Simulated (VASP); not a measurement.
Wanted: the native input for a VASP 6.6.1 run.

| Item | Value |
| --- | --- |
| Task | single point |
| Functional | LDA |
| Potentials or basis | VASP PAW LDA potentials, release 64 (Ba_sv) |
| Cutoff | 520 eV |
| k mesh | 7 × 7 × 7 |
| Occupations | fermi-dirac, width 0.1 eV |
| Spin | no spin polarisation |
| Dipole correction | no |
| Further INCAR settings | ALGO = Normal; EDIFF = 1e-07; NBANDS = 11 |

The structure of Ba lies in POSCAR:

```
Ba
1.0
    3.9177175400      0.0000000000      0.0000000000
    0.0000000000      3.9177175400      0.0000000000
    0.0000000000      0.0000000000      3.9177175400
Ba
1
Direct
    0.0000000000      0.0000000000      0.0000000000
```

One way to write it, as run:

INCAR

```
PREC     = Accurate       # precision mode
ENCUT    = 520            # plane-wave cutoff, eV
EDIFF    = 1E-7           # SCF threshold, eV
ISMEAR   = -1             # smearing method
SIGMA    = 0.1            # smearing width, eV
LREAL    = False          # projectors in reciprocal space
LASPH    = True           # aspherical terms in the spheres
NELM     = 60             # most SCF steps
ALGO     = Normal         # electronic algorithm
ISIF     = 2              # what is computed and relaxed
LWAVE    = False          # write WAVECAR
LCHARG   = False          # write CHGCAR
NBANDS   = 11             # bands
```

KPOINTS

```
regular mesh
0
Gamma
  7 7 7
```

Potentials or basis: VASP PAW LDA potentials, release 64 (Ba_sv).

Launch:

```bash
$ cat potpaw_LDA.64/Ba_sv/POTCAR > POTCAR
$ mpirun -np 1 vasp_std > vasp.out
```

It gave:

- Pressure: -1.0 GPa

It took 11 s on 1 thread of AMD EPYC 7R13 Processor (Zen 3), on a shared host, peak memory 0.12 GiB.
